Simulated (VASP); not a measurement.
Input of a VASP 6.6.1 run:

Contents of INCAR:

```
SYSTEM = SnO2
ALGO = Normal ; EDIFF = 1E-7
ENCUT = 520 ; GGA = PE
ISIF = 2 ; ISMEAR = 0
LASPH = .True. ; LCHARG = .False.
LREAL = .False. ; LWAVE = .False.
NBANDS = 20 ; NELM = 100
PREC = Accurate ; SIGMA = 0.05
```

File KPOINTS:

```
k-points
0
Gamma
  12 12 12
  0 0 0
```

File POSCAR:

```
SnO2
1.0
    1.5628500000      0.9023118682      4.6559333333
   -1.5628500000      0.9023118682      4.6559333333
    0.0000000000     -1.8046237364      4.6559333333
Sn O
1 2
Direct
    0.5000000000      0.5000000000      0.5000000000
    0.2348826742      0.2348826742      0.2348826742
    0.7651173258      0.7651173258      0.7651173258
```

Potentials or basis: VASP PAW PBE potentials, release 64 (Sn_d, O).

The run is started by

```sh
$ cat potpaw_PBE.64/Sn_d/POTCAR potpaw_PBE.64/O/POTCAR > POTCAR
$ mpirun -np 1 vasp_std > vasp.out
```

(1) Estimate the pressure.

(2) Estimate the band gap on the k mesh.

(3) What does it give for the largest force?

Answers

(1) 21.7 GPa.

(2) 2.74 eV, indirect (least direct gap 3.05 eV).

(3) 1.682 eV/Å.

Caveat: spin-orbit coupling is left out, which moves the levels of the heavy elements; forces of over 1 eV/Å act on the atoms, so gaps and moduli don't describe the material at rest.
